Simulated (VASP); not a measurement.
Here is a VASP 6.6.1 calculation.

INCAR

```
ALGO = Normal
DIPOL = 0.5 0.5 0.333
EDIFF = 1E-6
ENCUT = 520
GGA = PE
IDIPOL = 3
ISIF = 2
ISMEAR = 0
LASPH = T
LCHARG = F
LDIPOL = T
LREAL = F
LWAVE = F
NBANDS = 37
NELM = 100
PREC = Accurate
SIGMA = 0.1
```

File KPOINTS:

```
k-points
0
Gamma
  9 9 1
```

POSCAR

```
V4O
1.0
    2.9971751491      0.0000000000      0.0000000000
    0.0000000000      2.9971751491      0.0000000000
    0.0000000000      0.0000000000     21.3333819395
V O
4 1
Direct
    0.5000000000      0.5000000000      0.1874995728
    0.0000000000      0.0000000000      0.2577457053
    0.5000000000      0.5000000000      0.3267158760
    0.0000000000      0.0000000000      0.3906263884
    0.0000000000      0.0000000000      0.5007823874
```

Potentials or basis: VASP PAW PBE potentials, release 64 (V_sv, O).

Launch:

```bash
$ cat potpaw_PBE.64/V_sv/POTCAR potpaw_PBE.64/O/POTCAR > POTCAR
$ mpirun -np 1 vasp_std > vasp.out
```

(1) Predict the band gap on the k mesh.

(2) Predict the largest force.

## Answers

(1) zero (band 29 reaches -1.36 eV, above the bottom of band 30 at -2.07 eV).

(2) 4.986 eV/Å.

Caveat: the run has no spin polarisation, though such a crystal can be magnetic.
